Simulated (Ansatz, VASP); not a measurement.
**Al2Cu in VASP and in Ansatz**

The input POSCAR:

```
Al2Cu
1.0
    4.1051820000      0.0000000000      0.0000000000
    0.0000000000      4.1051820000      0.0000000000
    0.0000000000      0.0000000000      2.8913130000
Al Cu
2 1
Direct
    0.5000000000      0.0000000000      0.5000000000
    0.0000000000      0.5000000000      0.5000000000
    0.0000000000      0.0000000000      0.0000000000
```

INCAR.step1

```
SYSTEM = Al2Cu
PREC     = Accurate       ! precision mode
ENCUT    = 520            ! plane-wave cutoff, eV
ISMEAR   = 0              ! smearing method
SIGMA    = 0.2            ! smearing width, eV
LREAL    = .False.        ! projectors in reciprocal space
LASPH    = .True.         ! aspherical terms in the spheres
NELM     = 60             ! most SCF steps
NBANDS   = 16             ! bands
GGA      = PE             ! functional
ALGO     = Normal         ! electronic algorithm
EDIFF    = 1E-4           ! SCF threshold, eV
LWAVE    = .True.         ! write WAVECAR
LCHARG   = .False.        ! write CHGCAR
```

The input INCAR.step2:

```
SYSTEM = Al2Cu
PREC     = Accurate       ! precision mode
ENCUT    = 520            ! plane-wave cutoff, eV
EDIFF    = 1E-7           ! SCF threshold, eV
ISMEAR   = 0              ! smearing method
SIGMA    = 0.2            ! smearing width, eV
LREAL    = .False.        ! projectors in reciprocal space
LASPH    = .True.         ! aspherical terms in the spheres
NELM     = 60             ! most SCF steps
ALGO     = Normal         ! electronic algorithm
ISIF     = 2              ! what is computed and relaxed
LWAVE    = .False.        ! write WAVECAR
LCHARG   = .False.        ! write CHGCAR
METAGGA  = R2SCAN         ! meta-GGA
LMIXTAU  = .True.       
NBANDS   = 16             ! bands
ISTART   = 1
```

KPOINTS

```
regular mesh
0
Gamma
  5 5 7
  0 0 0
```

Input for Ansatz:

```yaml
crystal:
  lattice:
    - [4.105182, 0.0, 0.0]
    - [0.0, 4.105182, 0.0]
    - [0.0, 0.0, 2.891313]
  atoms:
    - { symbol: Al, position: [0.5, 0.0, 0.5] }
    - { symbol: Al, position: [0.0, 0.5, 0.5] }
    - { symbol: Cu, position: [0.0, 0.0, 0.0] }
basis:
  ecutwfc: 500
kpoints:
  mp_grid: { grid: [5, 5, 7] }
hamiltonian:
  xc: r2scan
scf:
  occupations: { method: gaussian, width: 0.2 }
output:
  forces: true
  stress: true
  eigenvalues: true
```

Alike in both runs: task single point; functional r2SCAN; k mesh 5 × 5 × 7; occupations gaussian, width 0.2 eV; no spin polarisation.

|  | VASP | Ansatz |
| --- | --- | --- |
| version | VASP 6.6.1 | Ansatz 0.2.0 |
| potentials or method | VASP PAW PBE potentials, release 64 (Al, Cu), cutoff 520 eV | scalar-relativistic, plane waves, PAW |
| valence electrons in the cell | 17 | 25 |

|  | VASP | Ansatz | Ansatz less VASP |
| --- | --- | --- | --- |
| gap on the k mesh at the Fermi level (eV) | none | none | - |
| pressure (GPa) | -2.2 | -2.1 | +0.08 |
| traceless stress, the component that is largest in VASP (GPa) | -0.97 | -0.96 | +0.008 |

VASP's potentials were made for PBE, not for r2SCAN. A gap of «none» marks a metal or a gap that the smearing closes. The functional is the same, so the differences come from potentials, cutoffs and numerics. VASP's potentials hold 17 valence electrons a cell and Ansatz's 25, so a difference there can come from the potentials and not from the codes.
